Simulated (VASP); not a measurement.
Input of a VASP 6.6.1 run:

POSCAR

```
Sn
1.0
   -2.9643162537      2.9643162537      1.6163469651
    2.9643162537     -2.9643162537      1.6163469651
    2.9643162537      2.9643162537     -1.6163469651
Sn
2
Direct
    0.7500000000      0.2500000000      0.5000000000
    0.0000000000      0.0000000000      0.0000000000
```

File INCAR.step1:

```
SYSTEM = Sn
PREC = Accurate ; ENCUT = 550
ISMEAR = 0 ; SIGMA = 0.1
LREAL = .FALSE. ; LASPH = .TRUE.
NELM = 120 ; NBANDS = 21
GGA = PE ; ALGO = Normal
EDIFF = 1E-5 ; LWAVE = .TRUE.
LCHARG = .FALSE. ; GGA_COMPAT = .FALSE.
```

INCAR.step2

```
SYSTEM = Sn
PREC = Accurate ; ENCUT = 550
EDIFF = 1E-6 ; ISMEAR = 0
SIGMA = 0.1 ; LREAL = .FALSE.
LASPH = .TRUE. ; NELM = 120
ALGO = Normal ; ISIF = 2
LWAVE = .FALSE. ; LCHARG = .TRUE.
METAGGA = R2SCAN ; LMIXTAU = .TRUE.
LELF = .TRUE. ; LVHAR = .TRUE.
NBANDS = 21 ; ISTART = 1
GGA_COMPAT = .FALSE.
```

KPOINTS

```
regular mesh
0
G
  21 21 21
  0 0 0
```

Potentials or basis: VASP PAW PBE potentials, release 64 (Sn_d).

Run with:

```sh
$ cat potpaw_PBE.64/Sn_d/POTCAR > POTCAR
$ cp INCAR.step1 INCAR
$ mpirun -np 1 vasp_std > vasp.out
$ cp INCAR.step2 INCAR
$ mpirun -np 1 vasp_std > vasp.out
```

Estimate the band gap on the k mesh.

zero (bands 14 and 15 overlap by 4.43 eV).

Predict the pressure.

-1.5 GPa.

Stress tensor (GPa, compression positive):
```
-1.39  0.00  0.00
 0.00 -1.39  0.00
 0.00  0.00 -1.72
```

Caveat: the PAW data sets were made with another functional, which shifts forces and pressure a little; spin-orbit coupling is left out, which moves the levels of the heavy elements.
